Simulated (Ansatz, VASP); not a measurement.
## BN in VASP and in Ansatz

File INCAR:

```
SYSTEM = BN
ALGO = Normal
EDIFF = 1E-6
EDIFFG = -0.01
ENCUT = 520
IBRION = 2
ISIF = 2
ISMEAR = 0
LASPH = .TRUE.
LCHARG = .FALSE.
LREAL = .FALSE.
LWAVE = .FALSE.
NELM = 60
NSW = 50
PREC = Accurate
SIGMA = 0.05
```

The input KPOINTS:

```
k-points
0
G
  12 12 4
  0 0 0
```

The input POSCAR:

```
BN
1.0
    2.2146330265      0.0000000000      0.0000000000
   -1.1073165133      2.1549757989      0.0000000000
    0.0000000000      0.0000000000      6.9713748937
B N
2 2
Direct
    0.3333333333      0.6666666667      0.2500000000
    0.6666666667      0.3333333333      0.7500000000
    0.3333333333      0.6666666667      0.7500000000
    0.6666666667      0.3333333333      0.2500000000
```

Input for Ansatz:

```yaml
crystal:
  lattice:
    - [2.2146330265, 0.0, 0.0]
    - [-1.1073165133, 2.1549757989, 0.0]
    - [0.0, 0.0, 6.9713748937]
  atoms:
    - { symbol: B, position: [0.3333333333, 0.6666666667, 0.25] }
    - { symbol: B, position: [0.6666666667, 0.3333333333, 0.75] }
    - { symbol: "N", position: [0.3333333333, 0.6666666667, 0.75] }
    - { symbol: "N", position: [0.6666666667, 0.3333333333, 0.25] }
basis:
  ecutwfc: 520.0
kpoints:
  mp_grid: { grid: [12, 12, 4] }
hamiltonian:
  xc: lda
  pseudopotentials: { kind: paw, azcp: { folder: soft_1 } }
scf:
  occupations: { method: gaussian, width: 0.05 }
output:
  forces: true
  stress: true
  eigenvalues: true
  write_density: true
  write_potential: true
  elf: true
  volumetric_format: npy
relax:
  adjacent_minimum: "off"
  f_tol: 0.01
  max_steps: 30
```

Change from the starting cell: normal strain along x -0.1100, normal strain along z +0.0733.

Alike in both runs: task relaxation of the atoms; functional LDA; k mesh 12 × 12 × 4; occupations gaussian, width 0.05 eV; no spin polarisation.

|  | VASP | Ansatz |
| --- | --- | --- |
| version | VASP 6.6.1 | Ansatz 0.2.0 |
| potentials or method | VASP PAW LDA potentials, release 64 (B, N), cutoff 520 eV | scalar-relativistic, plane waves, PAW |
| valence electrons in the cell | 16 | 16 |

|  | VASP | Ansatz | Ansatz less VASP |
| --- | --- | --- | --- |
| gap on the k mesh at the Fermi level, each at its own relaxed structure (eV) | 3.31 | 3.55 | +0.237 |

Ansatz warns that its potentials were made for another functional, while VASP's fit it. LDA's correlation is that of Perdew and Zunger in VASP and of Perdew and Wang (1992) in Ansatz. Ansatz's warnings: stress scf threshold loose.
